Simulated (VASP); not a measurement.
Here is a VASP 6.6.1 calculation.

Contents of POSCAR:

```
InAs
1.0
    0.0000000000      3.0944167663      3.0944167663
    3.0944167663      0.0000000000      3.0944167663
    3.0944167663      3.0944167663      0.0000000000
In As
1 1
Direct
    0.0000000000      0.0000000000      0.0000000000
    0.7500000000      0.7500000000      0.7500000000
```

File INCAR.step1:

```
PREC = Accurate
ENCUT = 520
ISMEAR = 0
SIGMA = 0.05
LREAL = F
LASPH = T
NELM = 80
NBANDS = 16
GGA = PE
ALGO = Normal
EDIFF = 1E-4
LWAVE = T
LCHARG = F
```

Contents of INCAR.step2:

```
PREC = Accurate
ENCUT = 520
EDIFF = 1E-6
ISMEAR = 0
SIGMA = 0.05
LREAL = F
LASPH = T
NELM = 80
ALGO = Normal
ISIF = 2
LWAVE = F
LCHARG = F
METAGGA = R2SCAN
LMIXTAU = T
NBANDS = 16
ISTART = 1
```

KPOINTS

```
Automatic mesh
0
Gamma
  10 10 10
```

Potentials or basis: VASP PAW PBE potentials, release 64 (In_d, As).

Command:

```console
$ cat potpaw_PBE.64/In_d/POTCAR potpaw_PBE.64/As/POTCAR > POTCAR
$ cp INCAR.step1 INCAR
$ mpirun -np 1 vasp_std > vasp.out
$ cp INCAR.step2 INCAR
$ mpirun -np 1 vasp_std > vasp.out
```

(1) What does it give for the pressure?

(2) Estimate the band gap on the k mesh.

Results:

(1) -2.0 GPa.

(2) zero (filled and empty bands touch).

Caveat: semilocal functionals underestimate gaps, so a narrow gap can read as zero; the PAW data sets were made with another functional, which shifts forces and pressure a little; spin-orbit coupling is left out, which moves the levels of the heavy elements.
